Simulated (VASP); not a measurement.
# TiAl6 (P6/mmm) in VASP: density of states with PBE

Aim: the density of states of TiAl6 with PBE.

Program: VASP 6.6.1. These are calculated values, not measurements. Logs are shortened: lines on timing, memory, paths and dates and some standing lists are left out, and cuts for length are marked.

## 1. The cell of the first run

It takes space group P6/mmm (No. 191, hexagonal). Conventional cell: a = 7.677 Å, b = 7.677 Å, c = 2.860 Å, α = 90.00°, β = 90.00°, γ = 120.00°. Within 3.8 Å of Ti (site symmetry 6/mmm) lie 2 Ti at 2.86 Å and 12 Al at 2.93 Å. Within 3.4 Å of Al (site symmetry m2m) lie 5 Al at 2.55 to 2.86 Å and 2 Ti at 2.93 Å.

## 2. Density of states, PBE

Input file POSCAR:

```
TiAl6
1.0
    7.6765779890      0.0000000000      0.0000000000
   -3.8382889945      6.6481115526      0.0000000000
    0.0000000000      0.0000000000      2.8595493887
Ti Al
1 6
Direct
    0.0000000000      0.0000000000      0.0000000000
    0.3338125164      0.0000000000      0.5000000000
    0.6661874836      0.0000000000      0.5000000000
    0.0000000000      0.3338125164      0.5000000000
    0.0000000000      0.6661874836      0.5000000000
    0.6661874836      0.6661874836      0.5000000000
    0.3338125164      0.3338125164      0.5000000000
```

Input file INCAR.step1:

```
SYSTEM = TiAl6
ALGO = Normal ; EDIFF = 1E-6
ENCUT = 520 ; GGA = PE
ISIF = 2 ; ISMEAR = 0
LASPH = .True. ; LCHARG = .True.
LMAXMIX = 4 ; LREAL = .False.
LWAVE = .False. ; NBANDS = 24
NELM = 100 ; PREC = Accurate
SIGMA = 0.1
```

Input file KPOINTS.step1:

```
k-points
0
Gamma
  6 6 14
  0 0 0
```

Input file INCAR.step2:

```
SYSTEM = TiAl6
ALGO = Normal ; EDIFF = 1E-6
ENCUT = 520 ; GGA = PE
ICHARG = 11 ; ISIF = 2
ISMEAR = -5 ; LASPH = .True.
LCHARG = .False. ; LMAXMIX = 4
LORBIT = 11 ; LREAL = .False.
LWAVE = .False. ; NEDOS = 2001
NELM = 100 ; PREC = Accurate
SIGMA = 0.1
```

Input file KPOINTS.step2:

```
k-points
0
Gamma
  9 9 21
  0 0 0
```

Potentials or basis: VASP PAW PBE potentials, release 64 (Ti_sv, Al).

Run with:

```
$ cat potpaw_PBE.64/Ti_sv/POTCAR potpaw_PBE.64/Al/POTCAR > POTCAR
$ cp INCAR.step1 INCAR
$ cp KPOINTS.step1 KPOINTS
$ mpirun -np 1 vasp_std > vasp.out
$ cp INCAR.step2 INCAR
$ cp KPOINTS.step2 KPOINTS
$ mpirun -np 1 vasp_std > vasp.out
```

OUTCAR:

```text
SYSTEM = TiAl6
   EDIFF = 1E-6
   ENCUT = 520
   GGA = PE
   ICHARG = 11
   ISIF = 2
   ISMEAR = -5
   LASPH = .True.
   LORBIT = 11
   LREAL = .False.
   NELM = 100
   PREC = Accurate

 ion  position               nearest neighbor table
   1  0.000  0.000  0.000-   4 2.93   5 2.93   6 2.93   7 2.93   4 2.93   5 2.93   6 2.93   7 2.93
                             2 2.93   3 2.93   2 2.93   3 2.93
   2  0.334  0.000  0.500-   3 2.55   5 2.56   7 2.56   1 2.93   1 2.93
   3  0.666  0.000  0.500-   2 2.55   4 2.56   6 2.56   1 2.93   1 2.93
   4  0.000  0.334  0.500-   5 2.55   3 2.56   7 2.56   1 2.93   1 2.93
   5  0.000  0.666  0.500-   4 2.55   2 2.56   6 2.56   1 2.93   1 2.93
   6  0.666  0.666  0.500-   7 2.55   3 2.56   5 2.56   1 2.93   1 2.93
   7  0.334  0.334  0.500-   6 2.55   2 2.56   4 2.56   1 2.93   1 2.93

  LATTYP: Found a hexagonal cell.
 ALAT       =     7.6765779890
 C/A-ratio  =     0.3725031378

  Lattice vectors:

 A1 = (   7.6765779890,   0.0000000000,   0.0000000000)
 A2 = (  -3.8382889945,   6.6481115526,   0.0000000000)
 A3 = (   0.0000000000,   0.0000000000,   2.8595493887)

Analysis of symmetry for initial positions (statically):
=====================================================================
 Subroutine PRICEL returns:
 Original cell was already a primitive cell.

 Routine SETGRP: Setting up the symmetry group for a
 hexagonal supercell.

 Subroutine GETGRP returns: Found 24 space group operations
 (whereof 24 operations were pure point group operations)
 out of a pool of 24 trial point group operations.

The static configuration has the point symmetry D_6h.

Analysis of symmetry for dynamics (positions and initial velocities):
=====================================================================
 Subroutine PRICEL returns:
 Original cell was already a primitive cell.

 Routine SETGRP: Setting up the symmetry group for a
 hexagonal supercell.

 Subroutine GETGRP returns: Found 24 space group operations
 (whereof 24 operations were pure point group operations)
 out of a pool of 24 trial point group operations.

The dynamic configuration has the point symmetry D_6h.

 Subroutine INISYM returns: Found 24 space group operations
 (whereof 24 operations are pure point group operations),
 and found     1 'primitive' translations

[... 113 lines left out ...]
   ISYM   =      2    0-nonsym 1-usesym 2-fastsym
   POTIM  = 0.5000    time-step for ionic-motion
   TEBEG  =    0.0;   TEEND  =   0.0 temperature during run
   PSTRESS=    0.0 pullay stress
   NELECT =      30.0000    total number of electrons
   NUPDOWN=      -1.0000    fix difference up-down
   EMIN   =  10.00;   EMAX   =-10.00  energy-range for DOS
   EFERMI =   0.00;   METHOD = LEGACY
   ISMEAR =    -5;   SIGMA  =   0.10  broadening in eV -4-tet -1-fermi 0-gaus
   EFERMI_NEDOS =   21; number of points for ismear=-14 and -15
   IALGO  =     38    algorithm
   IMIX   =      4    mixing-type and parameters
     AMIX     =   0.40;   BMIX     =  1.00
     AMIX_MAG =   1.60;   BMIX_MAG =  1.00
  volume/ion in A,a.u.               =      20.85       140.69
  Fermi-wavevector in a.u.,A,eV,Ry     =   0.966186  1.825827 12.701247  0.933515
  Thomas-Fermi vector in A             =   2.095966
   LORBIT       =     11    0 simple, 1 ext, 2 COOP (PROOUT), +10 PAW based schemes
   GGA     = PE    functional components
   LHFCALC =     F    Hartree Fock is set to
   AEXX    =    0.0000 exact exchange contribution
   IVDW    =     0    specifies the selected vdW correction
   LEPSILON=     F    determine dielectric tensor
   LRPA    =     F    only Hartree local field effects (RPA)
 non-spin polarized calculation
 Fermi weights with tetrahedron method with Bloechl corrections
  energy-cutoff  :      520.00
  volume of cell :      145.94
 maximum number of plane-waves:      3952
 NGX is ok and might be reduce to    60

 number of electron      29.9999996 magnetization

 Free energy of the ion-electron system (eV)
  ---------------------------------------------------
  ext. energy  EPLUGINS =         0.00000000
  ---------------------------------------------------
  free energy    TOTEN  =       -29.26231599 eV

  energy without entropy =      -29.26231599  energy(sigma->0) =      -29.26231599

 E-fermi :   5.5543     XC(G=0):  -9.2994

 val. band max:        5.5483549161   @ k =   0.3333   0.1111   0.4286
 cond. band min:       5.4674750182   @ k =   0.3333   0.3333   0.0952
 fundamental gap:     -0.0808798979
 Fermi energy:         5.5543150992

 k-point     1 :       0.0000    0.0000    0.0000
  band No.  band energies     occupation
      1     -51.4165      2.00000
      2     -27.7721      2.00000
      3     -27.7721      2.00000
      4     -27.2879      2.00000
      5      -3.7905      2.00000
      6      -1.2730      2.00000
[... 505 lines left out ...]
      6      -2.5417      2.00000
[... 11 lines left out ...]
     18       7.2350      0.00000
     19       7.2373      0.00000

 [... further k-points ...]
[... 5 lines left out ...]
  --------------------------------------------------------------------------------------
  -------------------------------------------------------------------------------------
  Total       -0.6297049     -0.6297049      0.1489509      0.0000000      0.0000000      0.0000000
  in kB       -6.9132786     -6.9132786      1.6352725      0.0000000      0.0000000      0.0000000
  external PRESSURE =      -4.0637616 kB  Pullay stress =       0.0000000 kB

 VOLUME and BASIS-vectors are now :
 -----------------------------------------------------------------------------
  energy-cutoff  :      520.00
  volume of cell :      145.94
      direct lattice vectors                 reciprocal lattice vectors
     7.676577989  0.000000000  0.000000000     0.130266377  0.075209328  0.000000000
    -3.838288995  6.648111553  0.000000000     0.000000000  0.150418655  0.000000000
     0.000000000  0.000000000  2.859549389     0.000000000  0.000000000  0.349705448

 POSITION                                       TOTAL-FORCE (eV/Angst)
 -----------------------------------------------------------------------------------
      0.00000      0.00000      0.00000         0.000000      0.000000      0.000000
      2.56254      0.00000      1.42977         0.012267      0.000000      0.000000
      5.11404      0.00000      1.42977        -0.012267      0.000000      0.000000
     -1.28127      2.21922      1.42977        -0.006133      0.010623      0.000000
     -2.55702      4.42889      1.42977         0.006133     -0.010623      0.000000
      2.55702      4.42889      1.42977        -0.006133     -0.010623      0.000000
      1.28127      2.21922      1.42977         0.006133      0.010623     -0.000000
 -----------------------------------------------------------------------------------
    total drift:                               -0.000000     -0.000000     -0.000000

  FREE ENERGIE OF THE ION-ELECTRON SYSTEM (eV)
  ---------------------------------------------------
  free  energy   TOTEN  =       -29.2623159944 eV

  energy  without entropy=      -29.2623159944  energy(sigma->0) =      -29.26231599

 total charge

# of ion       s       p       d       tot
------------------------------------------
    1        2.172   6.103   1.918  10.193
    2        0.445   0.367   0.000   0.812
    3        0.445   0.367   0.000   0.812
    4        0.445   0.367   0.000   0.812
    5        0.445   0.367   0.000   0.812
    6        0.445   0.367   0.000   0.812
    7        0.445   0.367   0.000   0.812
--------------------------------------------------
tot          4.840   8.306   1.918  15.064
```

It took 6 min on 1 thread of AMD EPYC 7R43 (Zen 3), shared host; peak memory 0.47 GiB.

What came out:

```yaml
Valence_electrons_inside_the_program's_atomic_spheres: Ti 10.19; Al 0.81
```

Caveat: tetrahedron occupations give inexact forces and stress in metals.
